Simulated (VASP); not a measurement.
# Si3N4 (I-43d) in VASP: electric field gradients with r2SCAN

Aim: the electric field gradients of Si3N4 with r2SCAN.

All numbers are computed with VASP 6.6.1; they aren't measurements. Logs are shortened: lines on timing, memory, paths and dates and some standing lists are left out, and cuts for length are marked.

## Step 1: The cell of the first run

Symmetry: I-43d, No. 220, cubic system. Conventional cell: a = 6.488 Å, b = 6.488 Å, c = 6.488 Å, α = 90.00°, β = 90.00°, γ = 90.00°. Si (site symmetry -4) has 4 N at 1.76 Å within 2.3 Å. N (site symmetry 3) has 3 Si at 1.76 Å within 2.3 Å.

## Step 2: Electric field gradients, r2SCAN

Contents of POSCAR:

```
Si3N4
1.0
   -3.2441470000      3.2441470000      3.2441470000
    3.2441470000     -3.2441470000      3.2441470000
    3.2441470000      3.2441470000     -3.2441470000
Si N
6 8
Direct
    0.3750000000      0.2500000000      0.6250000000
    0.6250000000      0.3750000000      0.2500000000
    0.8750000000      0.1250000000      0.7500000000
    0.2500000000      0.6250000000      0.3750000000
    0.7500000000      0.8750000000      0.1250000000
    0.1250000000      0.7500000000      0.8750000000
    0.5000000000      0.0000000000      0.0627500000
    0.5627500000      0.5000000000      0.0000000000
    0.9372500000      0.9372500000      0.9372500000
    0.0000000000      0.5627500000      0.5000000000
    0.4372500000      0.4372500000      0.4372500000
    0.0000000000      0.0627500000      0.5000000000
    0.5000000000      0.0000000000      0.5627500000
    0.0627500000      0.5000000000      0.0000000000
```

Contents of INCAR.step1:

```
SYSTEM = Si3N4
  PREC = Accurate
  ENCUT = 520
  ISMEAR = -1
  SIGMA = 0.02
  LREAL = .False.
  LASPH = .True.
  NELM = 60
  NBANDS = 45
  GGA = PE
  ALGO = Normal
  EDIFF = 1E-4
  LWAVE = .True.
  LCHARG = .False.
```

Contents of INCAR.step2:

```
SYSTEM = Si3N4
  PREC = Accurate
  ENCUT = 520
  EDIFF = 1E-8
  ISMEAR = -1
  SIGMA = 0.02
  LREAL = .False.
  LASPH = .True.
  NELM = 60
  ALGO = Normal
  ISIF = 2
  LWAVE = .False.
  LCHARG = .False.
  METAGGA = R2SCAN
  LMIXTAU = .True.
  LEFG = .True.
  NBANDS = 45
  ISTART = 1
```

Contents of KPOINTS:

```
regular mesh
0
Gamma
  6 6 6
  0 0 0
```

Potentials or basis: VASP PAW PBE potentials, release 64 (Si, N).

Run with:

```bash
$ cat potpaw_PBE.64/Si/POTCAR potpaw_PBE.64/N/POTCAR > POTCAR
$ cp INCAR.step1 INCAR
$ mpirun -np 1 vasp_std > vasp.out
$ cp INCAR.step2 INCAR
$ mpirun -np 1 vasp_std > vasp.out
```

OUTCAR:

```text
SYSTEM = Si3N4
   PREC = Accurate
   ENCUT = 520
   EDIFF = 1E-8
   ISMEAR = -1
   LREAL = .False.
   LASPH = .True.
   NELM = 60
   ISIF = 2
   METAGGA = R2SCAN
   ISTART = 1

 ion  position               nearest neighbor table
   1  0.375  0.250  0.625-   8 1.76  11 1.76  13 1.76  12 1.76   2 3.03   3 3.03   4 3.03   5 3.03
                             2 3.03   3 3.03   5 3.03   4 3.03
   2  0.625  0.375  0.250-   7 1.76   8 1.76  10 1.76  11 1.76   4 3.03   4 3.03   1 3.03   5 3.03
                             1 3.03   6 3.03   5 3.03   6 3.03
   3  0.875  0.125  0.750-   9 1.76  12 1.76  13 1.76  14 1.76   6 3.03   6 3.03   5 3.03   1 3.03
                             1 3.03   5 3.03   4 3.03   4 3.03
   4  0.250  0.625  0.375-  10 1.76  11 1.76  13 1.76  14 1.76   1 3.03   2 3.03   2 3.03   3 3.03
                             3 3.03   6 3.03   1 3.03   6 3.03
   5  0.750  0.875  0.125-   7 1.76   9 1.76  12 1.76   8 1.76   3 3.03   2 3.03   6 3.03   3 3.03
                             2 3.03   1 3.03   1 3.03   6 3.03
   6  0.125  0.750  0.875-   7 1.76   9 1.76  10 1.76  14 1.76   5 3.03   3 3.03   3 3.03   2 3.03
                             2 3.03   4 3.03   4 3.03   5 3.03
   7  0.500  0.000  0.063-   2 1.76   5 1.76   6 1.76
   8  0.563  0.500  0.000-   1 1.76   2 1.76   5 1.76
   9  0.937  0.937  0.937-   3 1.76   5 1.76   6 1.76
  10  0.000  0.563  0.500-   2 1.76   4 1.76   6 1.76
  11  0.437  0.437  0.437-   1 1.76   2 1.76   4 1.76
  12  0.000  0.063  0.500-   3 1.76   5 1.76   1 1.76
  13  0.500  0.000  0.563-   1 1.76   3 1.76   4 1.76
  14  0.063  0.500  0.000-   3 1.76   4 1.76   6 1.76

  LATTYP: Found a body centered cubic cell.
 ALAT       =     6.4882940000

  Lattice vectors:

 A1 = (  -3.2441470000,   3.2441470000,   3.2441470000)
 A2 = (   3.2441470000,  -3.2441470000,   3.2441470000)
 A3 = (   3.2441470000,   3.2441470000,  -3.2441470000)

Analysis of symmetry for initial positions (statically):
=====================================================================
 Subroutine PRICEL returns:
 Original cell was already a primitive cell.

 Routine SETGRP: Setting up the symmetry group for a
 body centered cubic supercell.

 Subroutine GETGRP returns: Found 24 space group operations
 (whereof  3 operations were pure point group operations)
 out of a pool of 48 trial point group operations.

The static configuration has the point symmetry C_3 .
 The point group associated with its full space group is T_d .

Analysis of symmetry for dynamics (positions and initial velocities):
=====================================================================
 Subroutine PRICEL returns:
 Original cell was already a primitive cell.

 Routine SETGRP: Setting up the symmetry group for a
 body centered cubic supercell.

 Subroutine GETGRP returns: Found 24 space group operations
 (whereof  3 operations were pure point group operations)
 out of a pool of 48 trial point group operations.

The dynamic configuration has the point symmetry C_3 .
 The point group associated with its full space group is T_d .

 Subroutine INISYM returns: Found 24 space group operations
 (whereof  3 operations are pure point group operations),
 and found     1 'primitive' translations

----------------------------------------------------------------------------------------

                                     Primitive cell

  volume of cell :     136.5720

  direct lattice vectors                    reciprocal lattice vectors
    -3.244147000  3.244147000  3.244147000     0.000000000  0.154123719  0.154123719
     3.244147000 -3.244147000  3.244147000     0.154123719  0.000000000  0.154123719
     3.244147000  3.244147000 -3.244147000     0.154123719  0.154123719  0.000000000

  length of vectors
     5.619027431  5.619027431  5.619027431     0.217963853  0.217963853  0.217963853

  position of ions in fractional coordinates (direct lattice)
     0.375000000  0.250000000  0.625000000
     0.625000000  0.375000000  0.250000000
     0.875000000  0.125000000  0.750000000
     0.250000000  0.625000000  0.375000000
     0.750000000  0.875000000  0.125000000
     0.125000000  0.750000000  0.875000000
     0.500000000  0.000000000  0.062750000
     0.562750000  0.500000000  0.000000000
     0.937250000  0.937250000  0.937250000
     0.000000000  0.562750000  0.500000000
     0.437250000  0.437250000  0.437250000
     0.000000000  0.062750000  0.500000000
     0.500000000  0.000000000  0.562750000
     0.062750000  0.500000000  0.000000000

  ion indices of the primitive-cell ions
   primitive index   ion index
                 1           1
[... 91 lines left out ...]
   ISMEAR =    -1;   SIGMA  =   0.02  broadening in eV -4-tet -1-fermi 0-gaus
   EFERMI_NEDOS =   21; number of points for ismear=-14 and -15
   IALGO  =     38    algorithm
   IMIX   =      4    mixing-type and parameters
     AMIX     =   0.40;   BMIX     =  1.00
     AMIX_MAG =   1.60;   BMIX_MAG =  1.00
  volume/ion in A,a.u.               =       9.76        65.83
  Fermi-wavevector in a.u.,A,eV,Ry     =   1.271592  2.402960 21.999873  1.616945
  Thomas-Fermi vector in A             =   2.404516
   LORBIT       =      0    0 simple, 1 ext, 2 COOP (PROOUT), +10 PAW based schemes
   METAGGA = R2SCAN    functional components
   LHFCALC =     F    Hartree Fock is set to
   AEXX    =    0.0000 exact exchange contribution
   IVDW    =     0    specifies the selected vdW correction
   LEPSILON=     F    determine dielectric tensor
   LRPA    =     F    only Hartree local field effects (RPA)
 non-spin polarized calculation
  energy-cutoff  :      520.00
  volume of cell :      136.57
 maximum number of plane-waves:      3695
 NGX is ok and might be reduce to    42
   NGX = 21   NGY = 21   NGZ = 21

 number of electron      63.9999999 magnetization

 Free energy of the ion-electron system (eV)
  ---------------------------------------------------
  ext. energy  EPLUGINS =         0.00000000
  ---------------------------------------------------
  free energy    TOTEN  =      -142.72012628 eV

  energy without entropy =     -142.72012628  energy(sigma->0) =     -142.72012628

 E-fermi :   7.8538     XC(G=0): -11.9046

 val. band max:        7.3968240747   @ k =   0.3333   0.3333   0.0000
 cond. band min:      12.0566609236   @ k =  -0.1667   0.1667   0.1667
 fundamental gap:      4.6598368489
 Fermi energy:         7.8538484313

 k-point     1 :       0.0000    0.0000    0.0000
  band No.  band energies     occupation
      1     -11.6015      2.00000
      2      -8.7455      2.00000
      3      -8.7455      2.00000
      4      -8.7455      2.00000
      5      -8.2524      2.00000
      6      -8.2524      2.00000
[... 741 lines left out ...]
     43      16.7073      0.00000
     44      16.7073      0.00000
 [bands above 44 left out]

------------------------ aborting loop because EDIFF is reached ----------------------------------------

  FORCE on cell =-STRESS in cart. coord.  units (eV):
  Direction    XX          YY          ZZ          XY          YZ          ZX
  --------------------------------------------------------------------------------------
  -------------------------------------------------------------------------------------
  Total       -5.0155988     -5.0155988     -5.0155988      0.0000000      0.0000000      0.0000000
  in kB      -58.8398834    -58.8398834    -58.8398834      0.0000000      0.0000000      0.0000000
  external PRESSURE =     -58.8398834 kB  Pullay stress =       0.0000000 kB

 VOLUME and BASIS-vectors are now :
 -----------------------------------------------------------------------------
  energy-cutoff  :      520.00
  volume of cell :      136.57
      direct lattice vectors                 reciprocal lattice vectors
    -3.244147000  3.244147000  3.244147000     0.000000000  0.154123719  0.154123719
     3.244147000 -3.244147000  3.244147000     0.154123719  0.000000000  0.154123719
     3.244147000  3.244147000 -3.244147000     0.154123719  0.154123719  0.000000000

 POSITION                                       TOTAL-FORCE (eV/Angst)
 -----------------------------------------------------------------------------------
      1.62207      2.43311      0.00000        -0.000000     -0.000000      0.000000
      0.00000      1.62207      2.43311        -0.000000     -0.000000      0.000000
     -0.00000      4.86622      0.81104        -0.000000     -0.000000      0.000000
      2.43311      0.00000      1.62207        -0.000000     -0.000000      0.000000
      0.81104     -0.00000      4.86622        -0.000000     -0.000000      0.000000
      4.86622      0.81104      0.00000        -0.000000     -0.000000      0.000000
     -1.41850      1.82564      1.41850         0.026466      0.026466     -0.026466
     -0.20357      0.20357      3.44772        -0.026466      0.026466      0.026466
      3.04058      3.04058      3.04058        -0.026466     -0.026466     -0.026466
      3.44772     -0.20357      0.20357         0.026466     -0.026466      0.026466
      1.41850      1.41850      1.41850        -0.026466     -0.026466     -0.026466
      1.82564      1.41850     -1.41850         0.026466     -0.026466      0.026466
      0.20357      3.44772     -0.20357         0.026466      0.026466     -0.026466
      1.41850     -1.41850      1.82564        -0.026466      0.026466      0.026466
 -----------------------------------------------------------------------------------
    total drift:                               -0.000000     -0.000000     -0.000001

  FREE ENERGIE OF THE ION-ELECTRON SYSTEM (eV)
  ---------------------------------------------------
  free  energy   TOTEN  =      -142.7201262817 eV

  energy  without entropy=     -142.7201262816  energy(sigma->0) =     -142.72012628

 Electric field gradients (V/A^2)
---------------------------------------------------------------------
 ion       V_xx      V_yy      V_zz      V_xy      V_xz      V_yz
---------------------------------------------------------------------
   1       0.385    -0.771     0.385     0.000     0.000     0.000
   2       0.385     0.385    -0.771     0.000     0.000     0.000
   3       0.385     0.385    -0.771     0.000     0.000     0.000
   4      -0.771     0.385     0.385     0.000     0.000     0.000
   5      -0.771     0.385     0.385     0.000     0.000     0.000
   6       0.385    -0.771     0.385     0.000     0.000     0.000
   7       0.000     0.000    -0.000   -28.552    28.550    28.550
   8      -0.000     0.000     0.000    28.550    28.550   -28.552
   9      -0.000    -0.000     0.000   -28.552   -28.552   -28.552
  10       0.000    -0.000     0.000    28.550   -28.552    28.550
  11      -0.000     0.000    -0.000   -28.552   -28.552   -28.552
  12       0.000    -0.000     0.000    28.550   -28.552    28.550
  13       0.000     0.000    -0.000   -28.552    28.550    28.550
  14      -0.000     0.000     0.000    28.550    28.550   -28.552
---------------------------------------------------------------------

 Electric field gradients after diagonalization (V/A^2)
 (convention: |V_zz| > |V_xx| > |V_yy|)
----------------------------------------------------------------------
 ion       V_xx      V_yy      V_zz     asymmetry (V_yy - V_xx)/ V_zz
----------------------------------------------------------------------
   1       0.385     0.385    -0.771       0.000
   2       0.385     0.385    -0.771       0.000
   3       0.385     0.385    -0.771       0.000
   4       0.385     0.385    -0.771       0.000
   5       0.385     0.385    -0.771       0.000
   6       0.385     0.385    -0.771       0.000
   7      28.553    28.548   -57.101       0.000
   8      28.553    28.548   -57.101       0.000
   9      28.552    28.552   -57.104       0.000
  10      28.553    28.548   -57.101       0.000
  11      28.552    28.552   -57.104       0.000
  12      28.553    28.548   -57.101       0.000
  13      28.553    28.548   -57.101       0.000
  14      28.553    28.548   -57.101       0.000
----------------------------------------------------------------------

           NMR quadrupolar parameters

 Cq : quadrupolar parameter    Cq=e*Q*V_zz/h
 eta: asymmetry parameters     (V_yy - V_xx)/ V_zz
 Q  : nuclear electric quadrupole moment in mb (millibarn)
----------------------------------------------------------------------
 ion       Cq(MHz)       eta       Q (mb)
----------------------------------------------------------------------
   1      -0.002       0.000       1.000
   2      -0.002       0.000       1.000
   3      -0.002       0.000       1.000
   4      -0.002       0.000       1.000
   5      -0.002       0.000       1.000
   6      -0.002       0.000       1.000
   7      -0.138       0.000       1.000
   8      -0.138       0.000       1.000
   9      -0.138       0.000       1.000
  10      -0.138       0.000       1.000
  11      -0.138       0.000       1.000
  12      -0.138       0.000       1.000
  13      -0.138       0.000       1.000
  14      -0.138       0.000       1.000
----------------------------------------------------------------------
```

Wall time 11 min (1 thread of Intel Xeon 8259CL, shared host); peak memory 0.31 GiB.

Results:

```yaml
Free_energy: -142.7201 eV
Pressure: -5.9 GPa
Largest_force: 0.046 eV/Å
Band_gap_on_the_k_mesh: 4.66 eV (least direct gap 4.84 eV)
Largest_electric_field_gradient_by_atom: Si -0.8; N -57.1 V/Å²
```

Forces in eV/Å, atoms in the order of the input:
```
Si   0.000  0.000  0.000
Si   0.000  0.000  0.000
Si   0.000  0.000  0.000
Si   0.000  0.000  0.000
Si   0.000  0.000  0.000
Si   0.000  0.000  0.000
N    0.026  0.026 -0.026
N   -0.026  0.026  0.026
N   -0.026 -0.026 -0.026
N    0.026 -0.026  0.026
N   -0.026 -0.026 -0.026
N    0.026 -0.026  0.026
N    0.026  0.026 -0.026
N   -0.026  0.026  0.026
```

Levels at points of the mesh, in eV from the valence-band top:
```csv
k point,band 28,band 29,band 30,band 31,band 32,band 33,band 34,band 35,band 36,band 37
"(0.00, 0.00, 0.00)",-1.96,-0.16,-0.16,-0.16,-0.08,5.23,5.23,5.26,5.26,5.26
"(0.50, 0.00, 0.00)",-2.01,-1.29,-1.29,-0.02,-0.02,5.58,5.58,6.58,6.58,6.99
"(0.50, 0.50, 0.50)",-1.93,-1.93,-1.93,-1.22,-1.22,6.04,6.04,6.04,6.04,6.04
```

Electric field gradients, principal values (V/Å²):
| atom | least | middle | greatest (by size) |
| --- | --- | --- | --- |
| 1 Si | 0.385 | 0.385 | -0.771 |
| 2 Si | 0.385 | 0.385 | -0.771 |
| 3 Si | 0.385 | 0.385 | -0.771 |
| 4 Si | 0.385 | 0.385 | -0.771 |
| 5 Si | 0.385 | 0.385 | -0.771 |
| 6 Si | 0.385 | 0.385 | -0.771 |
| 7 N | 28.548 | 28.553 | -57.101 |
| 8 N | 28.548 | 28.553 | -57.101 |
| 9 N | 28.552 | 28.552 | -57.104 |
| 10 N | 28.548 | 28.553 | -57.101 |
| 11 N | 28.552 | 28.552 | -57.104 |
| 12 N | 28.548 | 28.553 | -57.101 |
| 13 N | 28.548 | 28.553 | -57.101 |
| 14 N | 28.548 | 28.553 | -57.101 |

Caveat: the cell stands under tension; without QUAD_EFG the Cq values of the log hold for a quadrupole moment of 1 mb, not for the nuclei; the PAW data sets were made with another functional, which shifts forces and pressure a little.
